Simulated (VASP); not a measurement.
# ZnSe (I-4m2) in VASP: further runs

The runs below take ZnSe through single point, with PBEsol.

Program: VASP 6.6.1. These are calculated values, not measurements. Logs are shortened: lines on timing, memory, paths and dates and some standing lists are left out, and cuts for length are marked.

### 1 The cell of the first run

Symmetry: I-4m2, No. 119, tetragonal system. Conventional cell: a = 4.063 Å, b = 4.063 Å, c = 5.496 Å, α = 90.00°, β = 90.00°, γ = 90.00°. Zn (site symmetry -4m2) has 4 Se at 2.45 Å within 3.2 Å. Se (site symmetry -4m2) has 4 Zn at 2.45 Å within 3.2 Å.

### 2 Single point, PBEsol (biaxial strain in the a-b plane: +2.0 %, then relaxed in part)

Input file INCAR:

```
  PREC = Accurate
  ENCUT = 520
  EDIFF = 1E-6
  ISMEAR = 0
  SIGMA = 0.02
  LREAL = F
  LASPH = T
  NELM = 100
  ALGO = Normal
  ISIF = 2
  LWAVE = F
  LCHARG = F
  GGA = PS
  NBANDS = 26
```

Input file KPOINTS:

```
regular mesh
0
Gamma
  8 8 6
```

Input file POSCAR:

```
ZnSe
1.0
    2.8729561429      2.8729561429      0.0000000000
   -2.8729561429      2.8729561429      0.0000000000
    0.0000000000      0.0000000000      5.4964801678
Zn Se
2 2
Direct
    0.0000000000      0.0000000000      0.0000000000
    0.5000000000      0.5000000000      0.5000000000
    0.5000000000      0.0000000000      0.2500000000
    0.0000000000      0.5000000000      0.7500000000
```

Potentials or basis: VASP PAW PBE potentials, release 64 (Zn, Se).

Run with:

```
cat potpaw_PBE.64/Zn/POTCAR potpaw_PBE.64/Se/POTCAR > POTCAR
mpirun -np 1 vasp_std > vasp.out
```

OUTCAR:

```text
PREC = Accurate
   ENCUT = 520
   EDIFF = 1E-6
   ISMEAR = 0
   LREAL = F
   LASPH = T
   NELM = 100
   ISIF = 2
   GGA = PS

 ion  position               nearest neighbor table
   1  0.000  0.000  0.000-   3 2.45   4 2.45   4 2.45   3 2.45
   2  0.500  0.500  0.500-   3 2.45   4 2.45   3 2.45   4 2.45
   3  0.500  0.000  0.250-   1 2.45   2 2.45   2 2.45   1 2.45
   4  0.000  0.500  0.750-   1 2.45   2 2.45   1 2.45   2 2.45

  LATTYP: Found a simple tetragonal cell.
 ALAT       =     4.0629735414
 C/A-ratio  =     1.3528220432

  Lattice vectors:

 A1 = (   2.8729561429,   2.8729561429,   0.0000000000)
 A2 = (  -2.8729561429,   2.8729561429,   0.0000000000)
 A3 = (   0.0000000000,   0.0000000000,   5.4964801678)

Analysis of symmetry for initial positions (statically):
=====================================================================
 Subroutine PRICEL returns following result:

  LATTYP: Found a body centered tetragonal cell.
 ALAT       =     4.0629735414
 C/A-ratio  =     1.3528220432

  Lattice vectors:

 A1 = (   0.0000000000,  -2.8729561429,  -2.7482400839)
 A2 = (   0.0000000000,   2.8729561429,  -2.7482400839)
 A3 = (   2.8729561429,   0.0000000000,   2.7482400839)

   2 primitive cells build up your supercell.

 Routine SETGRP: Setting up the symmetry group for a
 simple tetragonal supercell.

 Subroutine GETGRP returns: Found  8 space group operations
 (whereof  8 operations were pure point group operations)
 out of a pool of 16 trial point group operations.

The static configuration has the point symmetry D_2d.

Analysis of symmetry for dynamics (positions and initial velocities):
=====================================================================
 Subroutine PRICEL returns following result:

  LATTYP: Found a body centered tetragonal cell.
 ALAT       =     4.0629735414
 C/A-ratio  =     1.3528220432

  Lattice vectors:

 A1 = (   0.0000000000,  -2.8729561429,  -2.7482400839)
 A2 = (   0.0000000000,   2.8729561429,  -2.7482400839)
 A3 = (   2.8729561429,   0.0000000000,   2.7482400839)

   2 primitive cells build up your supercell.

 Routine SETGRP: Setting up the symmetry group for a
 simple tetragonal supercell.

 Subroutine GETGRP returns: Found  8 space group operations
 (whereof  8 operations were pure point group operations)
 out of a pool of 16 trial point group operations.

The dynamic configuration has the point symmetry D_2d.

 Subroutine INISYM returns: Found  8 space group operations
 (whereof  8 operations are pure point group operations),
 and found     2 'primitive' translations

----------------------------------------------------------------------------------------

                                     Primitive cell

  volume of cell :      45.3673

  direct lattice vectors                    reciprocal lattice vectors
     0.000000000 -2.872956143 -2.748240084     0.174036767 -0.174036767 -0.181934614
     0.000000000  2.872956143 -2.748240084     0.174036767  0.174036767 -0.181934614
     2.872956143  0.000000000  2.748240084     0.348073535  0.000000000  0.000000000

  length of vectors
     3.975764148  3.975764148  3.975764148     0.306068288  0.306068288  0.348073535

  position of ions in fractional coordinates (direct lattice)
     0.000000000  0.000000000  0.000000000
     0.750000000  0.250000000  0.500000000

  ion indices of the primitive-cell ions
   primitive index   ion index
                 1           1
                 2           3

----------------------------------------------------------------------------------------

 KPOINTS: regular mesh

Automatic generation of k-mesh.
 Grid dimensions read from file:
 generate k-points for:    8    8    6

 Generating k-lattice:

  Cartesian coordinates                     Fractional coordinates (reciprocal lattice)
     0.021754596  0.021754596  0.000000000     0.125000000  0.000000000  0.000000000
    -0.021754596  0.021754596  0.000000000     0.000000000  0.125000000  0.000000000
     0.000000000  0.000000000  0.030322436     0.000000000  0.000000000  0.166666667

  Length of vectors
     0.030765645  0.030765645  0.030322436

  Shift w.r.t. Gamma in fractional coordinates (k-lattice)
     0.000000000  0.000000000  0.000000000

 Subroutine IBZKPT returns following result:
 ===========================================

 Found     60 irreducible k-points:

 Following reciprocal coordinates:
            Coordinates               Weight
  0.000000  0.000000  0.000000      1.000000
  0.125000  0.000000  0.000000      4.000000
  0.250000  0.000000  0.000000      4.000000
  0.375000  0.000000  0.000000      4.000000
  0.500000  0.000000  0.000000      2.000000
  0.125000  0.125000  0.000000      4.000000
[... 16 lines left out ...]
  0.375000  0.125000  0.166667     16.000000
  0.500000  0.125000  0.166667      8.000000
 [... further k-points ...]
   k-points           NKPTS =     60   k-points in BZ     NKDIM =     60   number of bands    NBANDS=     26
   number of dos      NEDOS =    301   number of ions     NIONS =      4
   total plane-waves  NPLWV =  37800
   dimension x,y,z NGX =    30 NGY =   30 NGZ =   42
   dimension x,y,z NGXF=    60 NGYF=   60 NGZF=   84
   ions per type =               2   2
   NGX,Y,Z   is equivalent  to a cutoff of  12.28, 12.28, 12.70 a.u.
   NGXF,Y,Z  is equivalent  to a cutoff of  24.55, 24.55, 25.41 a.u.
 SYSTEM =  unknown system
   PREC   = accura    normal or accurate (medium, high low for compatibility)
   ISTART =      0    job   : 0-new  1-cont  2-samecut
   ICHARG =      2    charge: 1-file 2-atom 10-const
   ISPIN  =      1    spin polarized calculation?
   LNONCOLLINEAR =      F non collinear calculations
   LSORBIT =      F    spin-orbit coupling
   LASPH  =      T    aspherical Exc in radial PAW
   ENCUT  =  520.0 eV  38.22 Ry    6.18 a.u.   7.55  7.55 10.22*2*pi/ulx,y,z
   NELM   =    100;   NELMIN=  2; NELMDL= -5     # of ELM steps
   EDIFF  = 0.1E-05   stopping-criterion for ELM
   LREAL  =      F    real-space projection
   EDIFFG = 0.1E-04   stopping-criterion for IOM
   NSW    =      0    number of steps for IOM
   IBRION =     -1    ionic relax: 0-MD 1-quasi-New 2-CG
   NFREE  =      0    steps in history (QN), initial steepest desc. (CG)
   ISIF   =      2    stress and relaxation
   ISYM   =      2    0-nonsym 1-usesym 2-fastsym
   POTIM  = 0.5000    time-step for ionic-motion
   TEBEG  =    0.0;   TEEND  =   0.0 temperature during run
   PSTRESS=    0.0 pullay stress
   NELECT =      36.0000    total number of electrons
   NUPDOWN=      -1.0000    fix difference up-down
   EMIN   =  10.00;   EMAX   =-10.00  energy-range for DOS
   EFERMI =   0.00;   METHOD = LEGACY
   ISMEAR =     0;   SIGMA  =   0.02  broadening in eV -4-tet -1-fermi 0-gaus
   EFERMI_NEDOS =   21; number of points for ismear=-14 and -15
   IALGO  =     38    algorithm
   IMIX   =      4    mixing-type and parameters
     AMIX     =   0.40;   BMIX     =  1.00
     AMIX_MAG =   1.60;   BMIX_MAG =  1.00
  volume/ion in A,a.u.               =      22.68       153.08
  Fermi-wavevector in a.u.,A,eV,Ry     =   1.202961  2.273266 19.689188  1.447114
  Thomas-Fermi vector in A             =   2.338727
   LORBIT       =      0    0 simple, 1 ext, 2 COOP (PROOUT), +10 PAW based schemes
   GGA     = PS    functional components
   LHFCALC =     F    Hartree Fock is set to
   AEXX    =    0.0000 exact exchange contribution
   IVDW    =     0    specifies the selected vdW correction
   LEPSILON=     F    determine dielectric tensor
   LRPA    =     F    only Hartree local field effects (RPA)
 non-spin polarized calculation
 Gauss-broadening in eV      SIGMA  =   0.02
  energy-cutoff  :      520.00
  volume of cell :       90.73
 maximum number of plane-waves:      2468
   NGX = 15   NGY = 15   NGZ = 21

 number of electron      36.0000019 magnetization

 Free energy of the ion-electron system (eV)
  ---------------------------------------------------
  ext. energy  EPLUGINS =         0.00000000
  ---------------------------------------------------
  free energy    TOTEN  =       -13.53332433 eV

  energy without entropy =      -13.53332433  energy(sigma->0) =      -13.53332433

 E-fermi :   1.7676     XC(G=0):  -9.5428

 val. band max:        1.6126891175   @ k =   0.0000   0.0000   0.0000
 cond. band min:       2.6902102800   @ k =   0.0000   0.0000   0.0000
 fundamental gap:      1.0775211625
 Fermi energy:         1.7675510566

 k-point     1 :       0.0000    0.0000    0.0000
  band No.  band energies     occupation
      1     -11.7880      2.00000
      2     -10.6670      2.00000
      3      -5.0568      2.00000
      4      -5.0568      2.00000
      5      -5.0382      2.00000
      6      -5.0324      2.00000
[... 18 lines left out ...]
     25      11.2670      0.00000
     26      12.4712      0.00000

 k-point     2 :       0.1250    0.0000    0.0000
  band No.  band energies     occupation
      1     -11.7207      2.00000
      2     -10.6725      2.00000
      3      -5.0547      2.00000
      4      -5.0479      2.00000
      5      -5.0236      2.00000
      6      -5.0066      2.00000
[... 18 lines left out ...]
     25      11.5134      0.00000
     26      11.7173      0.00000

 k-point     3 :       0.2500    0.0000    0.0000
  band No.  band energies     occupation
      1     -11.5339      2.00000
      2     -10.7071      2.00000
      3      -5.0327      2.00000
      4      -5.0229      2.00000
      5      -4.9902      2.00000
      6      -4.9647      2.00000
[... 18 lines left out ...]
     25      10.5297      0.00000
     26      10.7201      0.00000

 k-point     4 :       0.3750    0.0000    0.0000
  band No.  band energies     occupation
      1     -11.2733      2.00000
      2     -10.8113      2.00000
      3      -4.9861      2.00000
      4      -4.9581      2.00000
      5      -4.9544      2.00000
      6      -4.9456      2.00000
[... 18 lines left out ...]
     25       9.5544      0.00000
     26       9.5877      0.00000

 k-point     5 :       0.5000    0.0000    0.0000
  band No.  band energies     occupation
      1     -11.0093      2.00000
      2     -11.0093      2.00000
      3      -4.9430      2.00000
      4      -4.9430      2.00000
      5      -4.9416      2.00000
      6      -4.9416      2.00000
[... 18 lines left out ...]
     25       8.7335      0.00000
     26       8.7335      0.00000

 k-point     6 :       0.1250    0.1250    0.0000
  band No.  band energies     occupation
      1     -11.6550      2.00000
      2     -10.6748      2.00000
      3      -5.0659      2.00000
      4      -5.0277      2.00000
      5      -5.0066      2.00000
      6      -4.9830      2.00000
[... 427 lines left out ...]
 k-point    21 :       0.1250    0.1250    0.1667
  band No.  band energies     occupation
      1     -11.5961      2.00000
      2     -10.7481      2.00000
      3      -5.0524      2.00000
      4      -5.0225      2.00000
      5      -5.0043      2.00000
      6      -4.9832      2.00000
[... 18 lines left out ...]
     25       9.4394      0.00000
     26      10.9985      0.00000

 k-point    22 :       0.2500    0.1250    0.1667
  band No.  band energies     occupation
      1     -11.4240      2.00000
      2     -10.7536      2.00000
      3      -5.0418      2.00000
      4      -4.9904      2.00000
      5      -4.9648      2.00000
      6      -4.9453      2.00000
[... 18 lines left out ...]
     25       8.5731      0.00000
     26      10.6351      0.00000

 k-point    23 :       0.3750    0.1250    0.1667
  band No.  band energies     occupation
      1     -11.1902      2.00000
      2     -10.8146      2.00000
      3      -5.0044      2.00000
      4      -4.9435      2.00000
      5      -4.9389      2.00000
      6      -4.9048      2.00000
[... 18 lines left out ...]
     25       8.9615      0.00000
     26      10.4487      0.00000

 k-point    24 :       0.5000    0.1250    0.1667
  band No.  band energies     occupation
      1     -10.9656      2.00000
      2     -10.9656      2.00000
      3      -4.9637      2.00000
      4      -4.9637      2.00000
      5      -4.9205      2.00000
      6      -4.9205      2.00000
[... 18 lines left out ...]
     25       9.5924      0.00000
     26       9.5924      0.00000

 [... further k-points ...]
[... 5 lines left out ...]
  --------------------------------------------------------------------------------------
  -------------------------------------------------------------------------------------
  Total       -0.6738133     -0.6738133      0.1604159      0.0000000     -0.0000000      0.0000000
  in kB      -11.8980969    -11.8980969      2.8326012      0.0000000     -0.0000000      0.0000000
  external PRESSURE =      -6.9878642 kB  Pullay stress =       0.0000000 kB

 VOLUME and BASIS-vectors are now :
 -----------------------------------------------------------------------------
  energy-cutoff  :      520.00
  volume of cell :       90.73
      direct lattice vectors                 reciprocal lattice vectors
     2.872956143  2.872956143  0.000000000     0.174036767  0.174036767  0.000000000
    -2.872956143  2.872956143  0.000000000    -0.174036767  0.174036767  0.000000000
     0.000000000  0.000000000  5.496480168     0.000000000  0.000000000  0.181934614

 POSITION                                       TOTAL-FORCE (eV/Angst)
 -----------------------------------------------------------------------------------
      0.00000      0.00000      0.00000         0.000000     -0.000000      0.000000
      0.00000      2.87296      2.74824        -0.000000      0.000000      0.000000
      1.43648      1.43648      1.37412         0.000000     -0.000000     -0.000000
     -1.43648      1.43648      4.12236         0.000000      0.000000     -0.000000
 -----------------------------------------------------------------------------------
    total drift:                               -0.000000      0.000000      0.000000

  FREE ENERGIE OF THE ION-ELECTRON SYSTEM (eV)
  ---------------------------------------------------
  free  energy   TOTEN  =       -13.5333243317 eV

  energy  without entropy=      -13.5333243317  energy(sigma->0) =      -13.53332433
```

It took 2.4 min on 1 thread of AMD EPYC 7R43 (Zen 3), shared host; peak memory 0.22 GiB.

What came out:

- Free energy: -13.5333 eV
- Pressure: -0.7 GPa
- Band gap on the k mesh: 1.08 eV

Stress tensor (GPa, compression positive):
```
-1.19  0.00  0.00
 0.00 -1.19  0.00
 0.00  0.00  0.28
```

Caveat: the cell differs from its parent crystal (biaxial strain in the a-b plane: +2.0 %, then relaxed in part); the PAW data sets were made with another functional, which shifts forces and pressure a little.

### 3 Single point, PBEsol (biaxial strain in the a-b plane: +2.0 %)

Input file INCAR:

```
ALGO = Normal
EDIFF = 1E-7
ENCUT = 520
GGA = PS
ISIF = 2
ISMEAR = 0
LASPH = T
LCHARG = F
LREAL = F
LWAVE = F
NBANDS = 26
NELM = 100
PREC = Accurate
SIGMA = 0.02
```

Input file KPOINTS:

```
k-points
0
Gamma
  8 8 6
```

Changes to POSCAR since step 2:

```diff
@@ -4,3 +4,3 @@
    -2.8729561429      2.8729561429      0.0000000000
-    0.0000000000      0.0000000000      5.4964801678
+    0.0000000000      0.0000000000      5.5656483710
 Zn Se
```

Potentials or basis: VASP PAW PBE potentials, release 64 (Zn, Se).

Run with:

```
cat potpaw_PBE.64/Zn/POTCAR potpaw_PBE.64/Se/POTCAR > POTCAR
mpirun -np 1 vasp_std > vasp.out
```

Wall time 2.4 min (1 thread of AMD EPYC 7R43 (Zen 3), shared host); peak memory 0.23 GiB.

Results (log left out):

```yaml
Free_energy: -13.5316 eV
Pressure: -1.5 GPa
Band_gap_on_the_k_mesh: 1.06 eV
```

Stress tensor (GPa, compression positive):
```
-1.82  0.00  0.00
 0.00 -1.82  0.00
 0.00  0.00 -0.72
```

Levels at points of the mesh, in eV from the valence-band top:
```csv
k point,band 16,band 17,band 18,band 19,band 20,band 21
"(0.00, 0.00, 0.00)",-0.11,-0.11,0.00,1.06,2.70,3.10
"(0.50, 0.00, 0.00)",-2.53,-1.08,-1.08,3.88,3.88,6.15
"(0.50, 0.50, 0.00)",-2.22,-2.16,-2.16,2.84,2.84,3.40
"(0.00, 0.00, 0.50)",-1.39,-1.39,-1.39,3.62,3.62,3.88
"(0.50, 0.00, 0.50)",-1.02,-0.84,-0.84,2.35,2.35,6.11
"(0.50, 0.50, 0.50)",-2.81,-2.75,-2.75,5.44,5.44,5.56
```

Caveat: the cell differs from its parent crystal (biaxial strain in the a-b plane: +2.0 %); the PAW data sets were made with another functional, which shifts forces and pressure a little.

(Continued in part 2 of 2.)
